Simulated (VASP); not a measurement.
# Al (Pm-3m) in VASP: a series of runs

The runs below take Al through single point, with PBEsol.

All numbers are computed with VASP 6.6.1; they aren't measurements. Logs are shortened: lines on timing, memory, paths and dates and some standing lists are left out, and cuts for length are marked.

**1. The cell of the first run**

Symmetry: Pm-3m, No. 221, cubic system. The conventional cell has a = 2.656 Å, b = 2.656 Å, c = 2.656 Å, α = 90.00°, β = 90.00°, γ = 90.00°. Al (site symmetry m-3m) has 6 Al at 2.66 Å within 3.5 Å.

**2. Single point, PBEsol (volume scaled by 0.95)**

INCAR

```
SYSTEM = Al
PREC     = Accurate       ! precision mode
ENCUT    = 520            ! plane-wave cutoff, eV
EDIFF    = 1E-6           ! SCF threshold, eV
ISMEAR   = -1             ! smearing method
SIGMA    = 0.08           ! smearing width, eV
LREAL    = .False.        ! projectors in reciprocal space
LASPH    = .True.         ! aspherical terms in the spheres
NELM     = 60             ! most SCF steps
ALGO     = Normal         ! electronic algorithm
ISIF     = 2              ! what is computed and relaxed
LWAVE    = .False.        ! write WAVECAR
LCHARG   = .False.        ! write CHGCAR
GGA      = PS             ! functional
NBANDS   = 8              ! bands
```

KPOINTS

```
regular mesh
0
Gamma
  16 16 16
  0 0 0
```

POSCAR

```
Al
1.0
    2.6559117046      0.0000000000      0.0000000000
    0.0000000000      2.6559117046      0.0000000000
    0.0000000000      0.0000000000      2.6559117046
Al
1
Direct
    0.0000000000      0.0000000000      0.0000000000
```

Potentials or basis: VASP PAW PBE potentials, release 64 (Al).

Command:

```bash
$ cat potpaw_PBE.64/Al/POTCAR > POTCAR
$ mpirun -np 1 vasp_std > vasp.out
```

OUTCAR:

```text
SYSTEM = Al
   PREC = Accurate
   ENCUT = 520
   EDIFF = 1E-6
   ISMEAR = -1
   LREAL = .False.
   LASPH = .True.
   NELM = 60
   ISIF = 2
   GGA = PS

 ion  position               nearest neighbor table
   1  0.000  0.000  0.000-

  LATTYP: Found a simple cubic cell.
 ALAT       =     2.6559117046

  Lattice vectors:

 A1 = (   2.6559117046,   0.0000000000,   0.0000000000)
 A2 = (   0.0000000000,   2.6559117046,   0.0000000000)
 A3 = (   0.0000000000,   0.0000000000,   2.6559117046)

Analysis of symmetry for initial positions (statically):
=====================================================================
 Subroutine PRICEL returns:
 Original cell was already a primitive cell.

 Routine SETGRP: Setting up the symmetry group for a
 simple cubic supercell.

 Subroutine GETGRP returns: Found 48 space group operations
 (whereof 48 operations were pure point group operations)
 out of a pool of 48 trial point group operations.

The static configuration has the point symmetry O_h .

Analysis of symmetry for dynamics (positions and initial velocities):
=====================================================================
 Subroutine PRICEL returns:
 Original cell was already a primitive cell.

 Routine SETGRP: Setting up the symmetry group for a
 simple cubic supercell.

 Subroutine GETGRP returns: Found 48 space group operations
 (whereof 48 operations were pure point group operations)
 out of a pool of 48 trial point group operations.

The dynamic configuration has the point symmetry O_h .

 Subroutine INISYM returns: Found 48 space group operations
 (whereof 48 operations are pure point group operations),
 and found     1 'primitive' translations

----------------------------------------------------------------------------------------

                                     Primitive cell

  volume of cell :      18.7344

  direct lattice vectors                    reciprocal lattice vectors
     2.655911705  0.000000000  0.000000000     0.376518541  0.000000000  0.000000000
     0.000000000  2.655911705  0.000000000     0.000000000  0.376518541  0.000000000
     0.000000000  0.000000000  2.655911705     0.000000000  0.000000000  0.376518541

  length of vectors
     2.655911705  2.655911705  2.655911705     0.376518541  0.376518541  0.376518541

  position of ions in fractional coordinates (direct lattice)
     0.000000000  0.000000000  0.000000000

  ion indices of the primitive-cell ions
   primitive index   ion index
                 1           1

----------------------------------------------------------------------------------------

 KPOINTS: regular mesh

Automatic generation of k-mesh.
 Grid dimensions read from file:
 generate k-points for:   16   16   16

 Generating k-lattice:

  Cartesian coordinates                     Fractional coordinates (reciprocal lattice)
     0.023532409  0.000000000  0.000000000     0.062500000  0.000000000  0.000000000
     0.000000000  0.023532409  0.000000000     0.000000000  0.062500000  0.000000000
     0.000000000  0.000000000  0.023532409     0.000000000  0.000000000  0.062500000

  Length of vectors
     0.023532409  0.023532409  0.023532409

  Shift w.r.t. Gamma in fractional coordinates (k-lattice)
     0.000000000  0.000000000  0.000000000

 Subroutine IBZKPT returns following result:
 ===========================================

 Found    165 irreducible k-points:

 Following reciprocal coordinates:
            Coordinates               Weight
  0.000000  0.000000  0.000000      1.000000
  0.062500  0.000000  0.000000      6.000000
  0.125000  0.000000  0.000000      6.000000
  0.187500  0.000000  0.000000      6.000000
  0.250000  0.000000  0.000000      6.000000
  0.312500  0.000000  0.000000      6.000000
[... 16 lines left out ...]
  0.437500  0.125000  0.000000     24.000000
  0.500000  0.125000  0.000000     12.000000
 [... further k-points ...]
   k-points           NKPTS =    165   k-points in BZ     NKDIM =    165   number of bands    NBANDS=      8
   number of dos      NEDOS =    301   number of ions     NIONS =      1
   total plane-waves  NPLWV =   8000
   dimension x,y,z NGX =    20 NGY =   20 NGZ =   20
   dimension x,y,z NGXF=    40 NGYF=   40 NGZF=   40
   ions per type =               1
   NGX,Y,Z   is equivalent  to a cutoff of  12.52, 12.52, 12.52 a.u.
   NGXF,Y,Z  is equivalent  to a cutoff of  25.04, 25.04, 25.04 a.u.
 SYSTEM =  Al
   PREC   = accura    normal or accurate (medium, high low for compatibility)
   ISTART =      0    job   : 0-new  1-cont  2-samecut
   ICHARG =      2    charge: 1-file 2-atom 10-const
   ISPIN  =      1    spin polarized calculation?
   LNONCOLLINEAR =      F non collinear calculations
   LSORBIT =      F    spin-orbit coupling
   LASPH  =      T    aspherical Exc in radial PAW
   ENCUT  =  520.0 eV  38.22 Ry    6.18 a.u.   4.94  4.94  4.94*2*pi/ulx,y,z
   NELM   =     60;   NELMIN=  2; NELMDL= -5     # of ELM steps
   EDIFF  = 0.1E-05   stopping-criterion for ELM
   LREAL  =      F    real-space projection
   EDIFFG = 0.1E-04   stopping-criterion for IOM
   NSW    =      0    number of steps for IOM
   IBRION =     -1    ionic relax: 0-MD 1-quasi-New 2-CG
   NFREE  =      0    steps in history (QN), initial steepest desc. (CG)
   ISIF   =      2    stress and relaxation
   ISYM   =      2    0-nonsym 1-usesym 2-fastsym
   POTIM  = 0.5000    time-step for ionic-motion
   TEBEG  =    0.0;   TEEND  =   0.0 temperature during run
   PSTRESS=    0.0 pullay stress
   NELECT =       3.0000    total number of electrons
   NUPDOWN=      -1.0000    fix difference up-down
   EMIN   =  10.00;   EMAX   =-10.00  energy-range for DOS
   EFERMI =   0.00;   METHOD = LEGACY
   ISMEAR =    -1;   SIGMA  =   0.08  broadening in eV -4-tet -1-fermi 0-gaus
   EFERMI_NEDOS =   21; number of points for ismear=-14 and -15
   IALGO  =     38    algorithm
   IMIX   =      4    mixing-type and parameters
     AMIX     =   0.40;   BMIX     =  1.00
     AMIX_MAG =   1.60;   BMIX_MAG =  1.00
  volume/ion in A,a.u.               =      18.73       126.43
  Fermi-wavevector in a.u.,A,eV,Ry     =   0.889000  1.679966 10.752963  0.790320
  Thomas-Fermi vector in A             =   2.010503
   LORBIT       =      0    0 simple, 1 ext, 2 COOP (PROOUT), +10 PAW based schemes
   GGA     = PS    functional components
   LHFCALC =     F    Hartree Fock is set to
   AEXX    =    0.0000 exact exchange contribution
   IVDW    =     0    specifies the selected vdW correction
   LEPSILON=     F    determine dielectric tensor
   LRPA    =     F    only Hartree local field effects (RPA)
 non-spin polarized calculation
  energy-cutoff  :      520.00
  volume of cell :       18.73
 maximum number of plane-waves:       520
 NGX is ok and might be reduce to    20
   NGX =  9   NGY =  9   NGZ =  9

 number of electron       3.0000000 magnetization

 Free energy of the ion-electron system (eV)
  ---------------------------------------------------
  ext. energy  EPLUGINS =         0.00000000
  ---------------------------------------------------
  free energy    TOTEN  =        -3.68095261 eV

  energy without entropy =       -3.67100297  energy(sigma->0) =       -3.67597779

 E-fermi :   6.2471     XC(G=0):  -9.7488

 val. band max:        6.1767732263   @ k =   0.3125   0.1250   0.0625
 cond. band min:       6.2597078899   @ k =   0.5000   0.5000   0.0000
 fundamental gap:      0.0829346636
 Fermi energy:         6.2471013291

 k-point     1 :       0.0000    0.0000    0.0000
  band No.  band energies     occupation
      1      -3.7203      2.00000
      2      14.4266      0.00000
      3      14.4266      0.00000
      4      15.9304      0.00000
      5      15.9304      0.00000
      6      15.9304      0.00000
      7      22.5069      0.00000
      8      31.1981      0.00000

 k-point     2 :       0.0625    0.0000    0.0000
  band No.  band energies     occupation
      1      -3.6390      2.00000
      2      13.1044      0.00000
      3      14.4951      0.00000
      4      15.9980      0.00000
      5      15.9980      0.00000
      6      17.0938      0.00000
      7      22.8444      0.00000
      8      30.5289      0.00000

 k-point     3 :       0.1250    0.0000    0.0000
  band No.  band energies     occupation
      1      -3.3957      2.00000
      2      11.2186      0.00000
      3      14.6981      0.00000
      4      16.2008      0.00000
      5      16.2008      0.00000
      6      18.4761      0.00000
      7      23.8708      0.00000
      8      29.0813      0.00000

 k-point     4 :       0.1875    0.0000    0.0000
  band No.  band energies     occupation
      1      -2.9915      2.00000
      2       9.3337      0.00000
      3      15.0278      0.00000
      4      16.5385      0.00000
      5      16.5385      0.00000
      6      19.5646      0.00000
      7      25.4800      0.00000
      8      27.4408      0.00000

 k-point     5 :       0.2500    0.0000    0.0000
  band No.  band energies     occupation
      1      -2.4286      2.00000
      2       7.5235      0.00000
      3      15.4681      0.00000
      4      17.0105      0.00000
      5      17.0105      0.00000
      6      20.4758      0.00000
      7      25.8176      0.00000
      8      25.8176      0.00000
[... 177 lines left out ...]
 k-point    22 :       0.3750    0.1250    0.0000
  band No.  band energies     occupation
      1      -0.5241      2.00000
      2       4.5382      2.00000
      3      13.8820      0.00000
      4      18.3489      0.00000
      5      18.6063      0.00000
      6      20.8896      0.00000
      7      23.1277      0.00000
      8      24.0564      0.00000

 k-point    23 :       0.4375    0.1250    0.0000
  band No.  band energies     occupation
      1       0.4679      2.00000
      2       3.1214      2.00000
      3      14.5818      0.00000
      4      17.7532      0.00000
      5      19.4247      0.00000
      6      20.9864      0.00000
      7      21.9070      0.00000
      8      24.0052      0.00000

 k-point    24 :       0.5000    0.1250    0.0000
  band No.  band energies     occupation
      1       1.2750      2.00000
      2       2.1721      2.00000
      3      14.9487      0.00000
      4      17.3578      0.00000
      5      20.0098      0.00000
      6      21.1636      0.00000
      7      21.1871      0.00000
      8      23.8334      0.00000

 [... further k-points ...]

------------------------ aborting loop because EDIFF is reached ----------------------------------------

  FORCE on cell =-STRESS in cart. coord.  units (eV):
  Direction    XX          YY          ZZ          XY          YZ          ZX
  --------------------------------------------------------------------------------------
  -------------------------------------------------------------------------------------
  Total        0.4155545      0.4155545      0.4155545     -0.0000000      0.0000000     -0.0000000
  in kB       35.5383869     35.5383869     35.5383869     -0.0000000      0.0000000     -0.0000000
  external PRESSURE =      35.5383869 kB  Pullay stress =       0.0000000 kB

 VOLUME and BASIS-vectors are now :
 -----------------------------------------------------------------------------
  energy-cutoff  :      520.00
  volume of cell :       18.73
      direct lattice vectors                 reciprocal lattice vectors
     2.655911705  0.000000000  0.000000000     0.376518541  0.000000000  0.000000000
     0.000000000  2.655911705  0.000000000     0.000000000  0.376518541  0.000000000
     0.000000000  0.000000000  2.655911705     0.000000000  0.000000000  0.376518541

 POSITION                                       TOTAL-FORCE (eV/Angst)
 -----------------------------------------------------------------------------------
      0.00000      0.00000      0.00000         0.000000      0.000000      0.000000
 -----------------------------------------------------------------------------------
    total drift:                               -0.000000      0.000000     -0.000000

  FREE ENERGIE OF THE ION-ELECTRON SYSTEM (eV)
  ---------------------------------------------------
  free  energy   TOTEN  =        -3.6809526075 eV

  energy  without entropy=       -3.6710029700  energy(sigma->0) =       -3.67597779
```

Wall time 17 s (1 thread of AMD EPYC 7R43 (Zen 3), shared host); peak memory 0.09 GiB.

Results:

```yaml
Free_energy: -3.6810 eV
Pressure: 3.6 GPa
```

Levels at points of the mesh, in eV from the Fermi level:
```tsv
k point	band 1	band 2	band 3	band 4	band 5
(0.00, 0.00, 0.00)	-9.97	8.18	8.18	9.68	9.68
(0.50, 0.00, 0.00)	-5.30	-4.37	10.89	13.52	13.52
(0.50, 0.50, 0.00)	-0.56	-0.56	0.01	2.02	17.42
(0.50, 0.50, 0.50)	3.12	3.12	3.12	5.61	5.61
```

Caveat: the cell differs from its parent crystal (volume scaled by 0.95); the PAW data sets were made with another functional, which shifts forces and pressure a little.

**3. Single point, PBEsol**

This run uses another cell than the first one, of 19.72 Å³/atom, 1.053 times its volume.

INCAR

```
SYSTEM = Al
  ALGO = Normal
  EDIFF = 1E-7
  ENCUT = 520
  GGA = PS
  ISIF = 2
  ISMEAR = -1
  LASPH = .TRUE.
  LCHARG = .FALSE.
  LREAL = .FALSE.
  LWAVE = .FALSE.
  NBANDS = 8
  NELM = 100
  PREC = Accurate
  SIGMA = 0.08
```

KPOINTS

```
k-points
0
G
  16 16 16
  0 0 0
```

POSCAR

```
Al
1.0
    2.7017122863      0.0000000000      0.0000000000
    0.0000000000      2.7017122863      0.0000000000
    0.0000000000      0.0000000000      2.7017122863
Al
1
Direct
    0.0000000000      0.0000000000      0.0000000000
```

Potentials or basis: VASP PAW PBE potentials, release 64 (Al).

Command:

```bash
$ cat potpaw_PBE.64/Al/POTCAR > POTCAR
$ mpirun -np 1 vasp_std > vasp.out
```

It took 17 s on 1 thread of AMD EPYC 7R43 (Zen 3), shared host; peak memory 0.09 GiB.

It converged, with:

| Quantity | Value |
| --- | --- |
| Free energy | -3.6917 eV |
| Pressure | 0.1 GPa |

Levels at points of the mesh, in eV from the Fermi level:
```csv
k point,band 1,band 2,band 3,band 4
"(0.00, 0.00, 0.00)",-9.66,8.05,8.05,9.29
"(0.50, 0.00, 0.00)",-5.21,-4.17,10.66,12.90
"(0.50, 0.50, 0.00)",-0.54,-0.54,-0.18,2.13
"(0.50, 0.50, 0.50)",2.96,2.96,2.96,5.59
```

Caveat: the PAW data sets were made with another functional, which shifts forces and pressure a little.
